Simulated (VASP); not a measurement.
# Al16Cl in VASP: notebook

Al16Cl is run at these levels: PBE; tasks: relaxation of the atoms.

Everything below comes from runs of VASP 6.6.1. Logs are shortened: lines on timing, memory, paths and dates and some standing lists are left out, and cuts for length are marked.

## (1) The cell of the first run

The cell holds a slab with vacuum, 17 atoms: a = 5.714 Å, b = 8.080 Å, c = 19.743 Å, α = 90.00°, β = 90.00°, γ = 90.00°.

## (2) Relaxation of the atoms, PBE

Input file INCAR:

```
PREC = Accurate ; ENCUT = 520
EDIFF = 1E-6 ; ISMEAR = 0
SIGMA = 0.1 ; LREAL = Auto
LASPH = True ; NELM = 100
ALGO = Normal ; ISIF = 2
LWAVE = False ; LCHARG = False
LDIPOL = True ; IDIPOL = 3
DIPOL = 0.5 0.5 0.322 ; GGA = PE
IBRION = 2 ; NSW = 36
EDIFFG = -0.025 ; KPAR = 4
```

Input file KPOINTS:

```
Automatic mesh
0
Gamma
  5 4 1
```

Input file POSCAR:

```
Al16Cl
1.0
    5.7135165838      0.0000000000      0.0000000000
    0.0000000000      8.0801326417      0.0000000000
    0.0000000000      0.0000000000     19.7432787023
Al Cl
16 1
Selective dynamics
Direct
    0.2500000000      0.2500000000      0.2026005944  F F F
    0.2500000000      0.7500000000      0.2026005944  F F F
    0.7500000000      0.2500000000      0.2026005944  F F F
    0.7500000000      0.7500000000      0.2026005944  F F F
    0.0000000000      0.0000000000      0.2749482104  F F F
    0.0000000000      0.5000000000      0.2749482104  F F F
    0.5000000000      0.0000000000      0.2749482104  F F F
    0.5000000000      0.5000000000      0.2749482104  F F F
    0.2500000000      0.2500000000      0.3495466405  F F F
    0.2500000000      0.7500000000      0.3495466405  F F F
    0.7500000000      0.2500000000      0.3495466405  F F F
    0.7500000000      0.7500000000      0.3495466405  F F F
    0.0000000000      0.0000000000      0.4175232912  F F F
    0.0000000000      0.5000000000      0.4175232912  F F F
    0.5000000000      0.0000000000      0.4175232912  F F F
    0.5000000000      0.5000000000      0.4175232912  F F F
    0.0000000000      0.2000000000      0.4937127398  F F T
```

Potentials or basis: VASP PAW PBE potentials, release 64 (Al, Cl).

Started as:

```console
> cat potpaw_PBE.64/Al/POTCAR potpaw_PBE.64/Cl/POTCAR > POTCAR
> mpirun -np 4 vasp_std > vasp.out
```

OUTCAR:

```text
PREC = Accurate
   ENCUT = 520
   EDIFF = 1E-6
   ISMEAR = 0
   LREAL = Auto
   LASPH = True
   NELM = 100
   ISIF = 2
   GGA = PE
   IBRION = 2
   NSW = 36
   EDIFFG = -0.025

 ion  position               nearest neighbor table
   1  0.250  0.250  0.203-   3 2.86   3 2.86   6 2.86   7 2.86   8 2.86   5 2.86   9 2.90
   2  0.250  0.750  0.203-   4 2.86   4 2.86   6 2.86   7 2.86   8 2.86   5 2.86  10 2.90
   3  0.750  0.250  0.203-   1 2.86   1 2.86   6 2.86   7 2.86   8 2.86   5 2.86  11 2.90
   4  0.750  0.750  0.203-   2 2.86   2 2.86   6 2.86   7 2.86   8 2.86   5 2.86  12 2.90
   5  0.000  0.000  0.275-  13 2.81   7 2.86   7 2.86   4 2.86   1 2.86   2 2.86   3 2.86  11 2.88
                            12 2.88   9 2.88  10 2.88
   6  0.000  0.500  0.275-  14 2.81   8 2.86   8 2.86   4 2.86   1 2.86   2 2.86   3 2.86  11 2.88
                            12 2.88   9 2.88  10 2.88
   7  0.500  0.000  0.275-  15 2.81   5 2.86   5 2.86   4 2.86   1 2.86   2 2.86   3 2.86  11 2.88
                            12 2.88   9 2.88  10 2.88
   8  0.500  0.500  0.275-  16 2.81   6 2.86   6 2.86   4 2.86   1 2.86   2 2.86   3 2.86  11 2.88
                            12 2.88   9 2.88  10 2.88
   9  0.250  0.250  0.350-  13 2.81  14 2.81  15 2.81  16 2.81  11 2.86  11 2.86   7 2.88   8 2.88
                             5 2.88   6 2.88   1 2.90
  10  0.250  0.750  0.350-  13 2.81  14 2.81  15 2.81  16 2.81  12 2.86  12 2.86   7 2.88   8 2.88
                             5 2.88   6 2.88   2 2.90
  11  0.750  0.250  0.350-  13 2.81  14 2.81  15 2.81  16 2.81   9 2.86   9 2.86   7 2.88   8 2.88
[... 5 lines left out ...]
  14  0.000  0.500  0.418-   9 2.81  10 2.81  11 2.81  12 2.81   6 2.81  17 2.85  16 2.86  16 2.86

  15  0.500  0.000  0.418-   9 2.81  10 2.81  11 2.81  12 2.81   7 2.81  13 2.86  13 2.86
  16  0.500  0.500  0.418-   9 2.81  10 2.81  11 2.81  12 2.81   8 2.81  14 2.86  14 2.86
  17  0.000  0.200  0.494-  13 2.21  14 2.85

  LATTYP: Found a simple orthorhombic cell.
 ALAT       =     5.7135165838
 B/A-ratio  =     1.4142135624
 C/A-ratio  =     3.4555388810

  Lattice vectors:

 A1 = (   5.7135165838,   0.0000000000,   0.0000000000)
 A2 = (   0.0000000000,   8.0801326417,   0.0000000000)
 A3 = (   0.0000000000,   0.0000000000,  19.7432787023)

Analysis of symmetry for initial positions (statically):
=====================================================================
 Subroutine PRICEL returns:
 Original cell was already a primitive cell.

 Routine SETGRP: Setting up the symmetry group for a
 simple orthorhombic supercell.

 Subroutine GETGRP returns: Found  2 space group operations
 (whereof  2 operations were pure point group operations)
 out of a pool of  8 trial point group operations.

The static configuration has the point symmetry C_1h.

Analysis of symmetry for dynamics (positions and initial velocities):
=====================================================================
 Subroutine PRICEL returns:
 Original cell was already a primitive cell.

 Routine SETGRP: Setting up the symmetry group for a
 simple orthorhombic supercell.

 Subroutine GETGRP returns: Found  2 space group operations
 (whereof  2 operations were pure point group operations)
 out of a pool of  8 trial point group operations.

The dynamic configuration has the point symmetry C_1h.

Analysis of constrained symmetry for selective dynamics:
=====================================================================
 Subroutine PRICEL returns:
 Original cell was already a primitive cell.

 Routine SETGRP: Setting up the symmetry group for a
 simple orthorhombic supercell.

 Subroutine GETGRP returns: Found  2 space group operations
 (whereof  2 operations were pure point group operations)
 out of a pool of  8 trial point group operations.

The constrained configuration has the point symmetry C_1h.

 Subroutine INISYM returns: Found  2 space group operations
 (whereof  2 operations are pure point group operations),
 and found     1 'primitive' translations

----------------------------------------------------------------------------------------

                                     Primitive cell

  volume of cell :     911.4676

  direct lattice vectors                    reciprocal lattice vectors
     5.713516584  0.000000000  0.000000000     0.175023558  0.000000000  0.000000000
     0.000000000  8.080132642  0.000000000     0.000000000  0.123760345  0.000000000
     0.000000000  0.000000000 19.743278702     0.000000000  0.000000000  0.050650149

  length of vectors
     5.713516584  8.080132642 19.743278702     0.175023558  0.123760345  0.050650149

  position of ions in fractional coordinates (direct lattice)
     0.250000000  0.250000000  0.202600594
     0.250000000  0.750000000  0.202600594
     0.750000000  0.250000000  0.202600594
     0.750000000  0.750000000  0.202600594
     0.000000000  0.000000000  0.274948210
     0.000000000  0.500000000  0.274948210
[... 9 lines left out ...]
     0.500000000  0.500000000  0.417523291
     0.000000000  0.200000000  0.493712740

  ion indices of the primitive-cell ions
   primitive index   ion index
                 1           1
                 2           2
                 3           3
                 4           4
                 5           5
                 6           6
[... 9 lines left out ...]
                16          16
                17          17

----------------------------------------------------------------------------------------

 KPOINTS: Automatic mesh

Automatic generation of k-mesh.
 Grid dimensions read from file:
 generate k-points for:    5    4    1

 Generating k-lattice:

  Cartesian coordinates                     Fractional coordinates (reciprocal lattice)
     0.035004712  0.000000000  0.000000000     0.200000000  0.000000000  0.000000000
     0.000000000  0.030940086  0.000000000     0.000000000  0.250000000  0.000000000
     0.000000000  0.000000000  0.050650149     0.000000000  0.000000000  1.000000000

  Length of vectors
     0.035004712  0.030940086  0.050650149

  Shift w.r.t. Gamma in fractional coordinates (k-lattice)
     0.000000000  0.000000000  0.000000000

 Subroutine IBZKPT returns following result:
 ===========================================

 Found      9 irreducible k-points:

 Following reciprocal coordinates:
            Coordinates               Weight
  0.000000  0.000000  0.000000      1.000000
  0.200000  0.000000  0.000000      2.000000
  0.400000  0.000000  0.000000      2.000000
  0.000000  0.250000  0.000000      2.000000
  0.200000  0.250000  0.000000      4.000000
  0.400000  0.250000  0.000000      4.000000
  0.000000  0.500000  0.000000      1.000000
  0.200000  0.500000  0.000000      2.000000
  0.400000  0.500000  0.000000      2.000000
   k-points           NKPTS =      9   k-points in BZ     NKDIM =      9   number of bands    NBANDS=     36
   number of dos      NEDOS =    301   number of ions     NIONS =     17
   total plane-waves  NPLWV = 378000
   dimension x,y,z NGX =    42 NGY =   60 NGZ =  150
   dimension x,y,z NGXF=    84 NGYF=  120 NGZF=  300
   ions per type =              16   1
   NGX,Y,Z   is equivalent  to a cutoff of  12.22, 12.34, 12.63 a.u.
   NGXF,Y,Z  is equivalent  to a cutoff of  24.44, 24.69, 25.26 a.u.
 SYSTEM =  unknown system
   PREC   = accura    normal or accurate (medium, high low for compatibility)
   ISTART =      0    job   : 0-new  1-cont  2-samecut
   ICHARG =      2    charge: 1-file 2-atom 10-const
   ISPIN  =      1    spin polarized calculation?
   LNONCOLLINEAR =      F non collinear calculations
   LSORBIT =      F    spin-orbit coupling
   LASPH  =      T    aspherical Exc in radial PAW
   ENCUT  =  520.0 eV  38.22 Ry    6.18 a.u.  10.62 15.02 36.71*2*pi/ulx,y,z
   NELM   =    100;   NELMIN=  2; NELMDL= -5     # of ELM steps
   EDIFF  = 0.1E-05   stopping-criterion for ELM
   LREAL  =      T    real-space projection
   EDIFFG = -.3E-01   stopping-criterion for IOM
   NSW    =     36    number of steps for IOM
   IBRION =      2    ionic relax: 0-MD 1-quasi-New 2-CG
   NFREE  =      1    steps in history (QN), initial steepest desc. (CG)
   ISIF   =      2    stress and relaxation
   ISYM   =      2    0-nonsym 1-usesym 2-fastsym
   POTIM  = 0.5000    time-step for ionic-motion
   TEBEG  =    0.0;   TEEND  =   0.0 temperature during run
   PSTRESS=    0.0 pullay stress
   NELECT =      55.0000    total number of electrons
   NUPDOWN=      -1.0000    fix difference up-down
   EMIN   =  10.00;   EMAX   =-10.00  energy-range for DOS
   EFERMI =   0.00;   METHOD = LEGACY
   ISMEAR =     0;   SIGMA  =   0.10  broadening in eV -4-tet -1-fermi 0-gaus
   EFERMI_NEDOS =   21; number of points for ismear=-14 and -15
   IALGO  =     38    algorithm
   IMIX   =      4    mixing-type and parameters
     AMIX     =   0.40;   BMIX     =  1.00
     AMIX_MAG =   1.60;   BMIX_MAG =  1.00
  volume/ion in A,a.u.               =      53.62       361.82
  Fermi-wavevector in a.u.,A,eV,Ry     =   0.642119  1.213428  5.609905  0.412316
  Thomas-Fermi vector in A             =   1.708683
   LORBIT       =      0    0 simple, 1 ext, 2 COOP (PROOUT), +10 PAW based schemes
   GGA     = PE    functional components
   LHFCALC =     F    Hartree Fock is set to
   AEXX    =    0.0000 exact exchange contribution
   IVDW    =     0    specifies the selected vdW correction
   LEPSILON=     F    determine dielectric tensor
   LRPA    =     F    only Hartree local field effects (RPA)
 conjugate gradient relaxation of ions
 non-spin polarized calculation
 Gauss-broadening in eV      SIGMA  =   0.10
  energy-cutoff  :      520.00
  volume of cell :      911.47
 maximum number of plane-waves:     24626
   NGX = 21   NGY = 31   NGZ = 73

 dipolmoment           0.000000      0.000000     -0.102080 electrons x Angstroem

--------------------------------------- Ionic step        1  -------------------------------------------

 number of electron      55.0000000 magnetization

 Free energy of the ion-electron system (eV)
  ---------------------------------------------------
  ext. energy  EPLUGINS =         0.00000000
  ---------------------------------------------------
  free energy    TOTEN  =       -58.09917186 eV

  energy without entropy =      -58.07684536  energy(sigma->0) =      -58.08800861

------------------------ aborting loop because EDIFF is reached ----------------------------------------

  FORCE on cell =-STRESS in cart. coord.  units (eV):
  Direction    XX          YY          ZZ          XY          YZ          ZX
  --------------------------------------------------------------------------------------
  -------------------------------------------------------------------------------------
  Total      -13.1974697     -1.7945734      2.1952746      0.0000000      0.0411373      0.0000000
  in kB      -23.1985050     -3.1545002      3.8588524      0.0000000      0.0723111      0.0000000
  external PRESSURE =      -7.4980509 kB  Pullay stress =       0.0000000 kB
[... 140 lines left out ...]
--------------------------------------- Ionic step        4  -------------------------------------------

 number of electron      55.0000001 magnetization

 dipolmoment           0.000000      0.000000      0.169869 electrons x Angstroem

 Free energy of the ion-electron system (eV)
  ---------------------------------------------------
  ext. energy  EPLUGINS =         0.00000000
  ---------------------------------------------------
  free energy    TOTEN  =       -58.23929677 eV

  energy without entropy =      -58.21377905  energy(sigma->0) =      -58.22653791

 E-fermi :  -0.5858     XC(G=0):  -4.1819

 val. band max:       -0.6685886917   @ k =   0.0000   0.2500   0.0000
 cond. band min:      -0.5780524736   @ k =   0.0000   0.0000   0.0000
 fundamental gap:      0.0905362182
 Fermi energy:        -0.5858347124

 k-point     1 :       0.0000    0.0000    0.0000
  band No.  band energies     occupation
      1     -15.8658      2.00000
      2     -10.7959      2.00000
      3      -8.6479      2.00000
      4      -8.5550      2.00000
      5      -8.3673      2.00000
      6      -6.4677      2.00000
[... 340 lines left out ...]
     35       1.3403      0.00000
     36       1.6650      0.00000

------------------------ aborting loop because EDIFF is reached ----------------------------------------

 vacuum level on the upper side and lower side of the slab       (xc-potential included)         0.318        -0.330

  FORCE on cell =-STRESS in cart. coord.  units (eV):
  Direction    XX          YY          ZZ          XY          YZ          ZX
  --------------------------------------------------------------------------------------
  -------------------------------------------------------------------------------------
  Total      -14.0043064     -3.6095819      0.0934084      0.0000000     -0.7141403      0.0000000
  in kB      -24.6167620     -6.3449211      0.1641933      0.0000000     -1.2553154      0.0000000
  external PRESSURE =     -10.2658299 kB  Pullay stress =       0.0000000 kB
[... 32 lines left out ...]
  FREE ENERGIE OF THE ION-ELECTRON SYSTEM (eV)
  ---------------------------------------------------
  free  energy   TOTEN  =       -58.2392967750 eV

  energy  without entropy=      -58.2137790469  energy(sigma->0) =      -58.22653791

 reached required accuracy - stopping structural energy minimisation

 vacuum level on the upper side and lower side of the slab         4.248         3.583
```

It took 13 min on 4 MPI ranks of Intel Xeon Platinum 8259CL at 2.50GHz (Skylake/Cascade Lake), shared host; peak memory 0.96 GiB.

Results:

```yaml
Free_energy: -58.2393 eV
Energy_gained_by_relaxing: 8.2 meV/atom
Ionic_steps: 4
Band_gap_on_the_k_mesh: zero (an odd number of electrons rules out a gap without spin polarisation)
```

The path:
```
step  energy change (eV)  largest force on free atoms (eV/Å)  pressure (GPa)
   1              0.0000                              1.2769           -0.75
   2             -0.0665                              0.8919           -0.83
   3             -0.1399                              0.0415           -1.04
   4             -0.1401                              0.0064           -1.03
```

Final structure:
```xyz
17
Lattice="5.7135 0.0000 0.0000 0.0000 8.0801 0.0000 0.0000 0.0000 19.7433" Properties=species:S:1:pos:R:3 pbc="T T T"
Al    1.4284    2.0200    4.0000
Al    1.4284    6.0601    4.0000
Al    4.2851    2.0200    4.0000
Al    4.2851    6.0601    4.0000
Al    0.0000    0.0000    5.4284
Al    0.0000    4.0401    5.4284
Al    2.8568    0.0000    5.4284
Al    2.8568    4.0401    5.4284
Al    1.4284    2.0200    6.9012
Al    1.4284    6.0601    6.9012
Al    4.2851    2.0200    6.9012
Al    4.2851    6.0601    6.9012
Al    0.0000    0.0000    8.2433
Al    0.0000    4.0401    8.2433
Al    2.8568    0.0000    8.2433
Al    2.8568    4.0401    8.2433
Cl    0.0000    1.6160    9.9857
```

Levels at points of the mesh, in eV from the Fermi level:
```tsv
k point	band 24	band 25	band 26	band 27	band 28	band 29	band 30	band 31	band 32	band 33
(0.00, 0.00, 0.00)	-1.54	-1.19	-0.73	-0.62	-0.48	0.01	0.14	0.34	1.38	1.54
(0.00, 0.50, 0.00)	-0.95	-0.87	-0.86	-0.83	-0.66	0.25	0.37	0.39	0.67	1.25
```

## (3) Relaxation of the atoms, PBE

Input file INCAR:

```
PREC = Accurate ; ENCUT = 520
EDIFF = 1E-6 ; ISMEAR = 0
SIGMA = 0.1 ; LREAL = Auto
LASPH = T ; NELM = 80
ALGO = Fast ; ISIF = 2
LWAVE = F ; LCHARG = F
LDIPOL = T ; IDIPOL = 3
DIPOL = 0.5 0.5 0.323 ; GGA = PE
IBRION = 2 ; NSW = 36
EDIFFG = -0.025 ; KPAR = 4
```

KPOINTS is that of step 2.

Changes to POSCAR since step 2:

```diff
@@ -25,2 +25,2 @@
     0.5000000000      0.5000000000      0.4175232912  F F F
-    0.0000000000      0.2000000000      0.4937127398  F F T
+    0.0000000000      0.1500000000      0.5109337903  F F T
```

Potentials or basis: VASP PAW PBE potentials, release 64 (Al, Cl).

Started as:

```console
> cat potpaw_PBE.64/Al/POTCAR potpaw_PBE.64/Cl/POTCAR > POTCAR
> mpirun -np 4 vasp_std > vasp.out
```

Wall time 14 min (4 MPI ranks of Oxide Virtual Turin-like, shared host); peak memory 0.94 GiB.

The run converged. Its results:

| Property | Result |
| --- | --- |
| Free energy | -58.3816 eV |
| Energy gained by relaxing | 0.5 meV/atom |
| Ionic steps | 4 |
| Band gap on the k mesh | zero (an odd number of electrons rules out a gap without spin polarisation) |

Step by step:
```csv
step,energy change (eV),largest force on free atoms (eV/Å),pressure (GPa)
1,0.0000,0.3605,-0.92
2,-0.0051,0.2261,-0.94
3,-0.0088,0.0257,-0.98
4,-0.0088,0.0032,-0.99
```

Final structure:
```yaml
crystal:
  lattice:
    - [5.71352, 0.00000, 0.00000]
    - [0.00000, 8.08013, 0.00000]
    - [0.00000, 0.00000, 19.74328]
  atoms:
    - { symbol: Al, position: [0.25000, 0.25000, 0.20260] }
    - { symbol: Al, position: [0.25000, 0.75000, 0.20260] }
    - { symbol: Al, position: [0.75000, 0.25000, 0.20260] }
    - { symbol: Al, position: [0.75000, 0.75000, 0.20260] }
    - { symbol: Al, position: [0.00000, 0.00000, 0.27495] }
    - { symbol: Al, position: [0.00000, 0.50000, 0.27495] }
    - { symbol: Al, position: [0.50000, 0.00000, 0.27495] }
    - { symbol: Al, position: [0.50000, 0.50000, 0.27495] }
    - { symbol: Al, position: [0.25000, 0.25000, 0.34955] }
    - { symbol: Al, position: [0.25000, 0.75000, 0.34955] }
    - { symbol: Al, position: [0.75000, 0.25000, 0.34955] }
    - { symbol: Al, position: [0.75000, 0.75000, 0.34955] }
    - { symbol: Al, position: [0.00000, 0.00000, 0.41752] }
    - { symbol: Al, position: [0.00000, 0.50000, 0.41752] }
    - { symbol: Al, position: [0.50000, 0.00000, 0.41752] }
    - { symbol: Al, position: [0.50000, 0.50000, 0.41752] }
    - { symbol: Cl, position: [0.00000, 0.15000, 0.51349] }
```

Levels at points of the mesh, in eV from the Fermi level:
| k point | band 24 | band 25 | band 26 | band 27 | band 28 | band 29 | band 30 | band 31 | band 32 | band 33 |
| --- | --- | --- | --- | --- | --- | --- | --- | --- | --- | --- |
| (0.00, 0.00, 0.00) | -1.51 | -1.15 | -0.76 | -0.62 | -0.49 | -0.01 | 0.14 | 0.36 | 1.37 | 1.51 |
| (0.00, 0.50, 0.00) | -0.94 | -0.89 | -0.86 | -0.84 | -0.63 | 0.25 | 0.34 | 0.39 | 0.79 | 1.24 |

The gap in the log of VASP goes by the Fermi energy; the results here count the filled bands.